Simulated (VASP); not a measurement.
Runs of VASP 6.6.1 on TiC3. The structure is that of space group Pm-3m (No. 221), or close to it. The cells are those of the table. The cell was built from a structure type or drawn by symmetry, and may not be a known phase.

| task | cell | k mesh | cutoff (eV) | gap on the mesh (eV) | pressure (GPa) | relaxed volume (Å³/atom) |
| --- | --- | --- | --- | --- | --- | --- |
| relaxation of cell and atoms | relaxed from a = 4.058 Å, 4 atoms | 12 × 12 × 12 | 600 | none | 0.0 | (a) |
| single point | a = 4.058 Å, 4 atoms | 6 × 6 × 6 | 520 | none | 0.0 | - |
| relaxation of cell and atoms | relaxed from a = 3.709 Å, 4 atoms | 6 × 6 × 6 | 600 | none | 0.0 | 16.71 |
| single point | a = 4.049 Å, 4 atoms | 12 × 12 × 12 | 520 | none | -0.2 | - |
| single point | a = 3.709 Å, 4 atoms | 6 × 6 × 6 | 520 | none | 32.8 | - |

Alike in all rows: level PBE; potentials or basis VASP PAW PBE potentials, release 64 (Ti_sv, C); no spin polarisation; smearing gaussian 0.1 eV.

**Question.** Fill in the values left out.

**Answer.** (a) 16.56.

Caveats: the volume moved by over 15 % at a fixed basis, so the end points are rough (at least some runs); the cell stands under pressure (at least some runs).

A gap of «none» marks levels without a gap at the run's occupations.
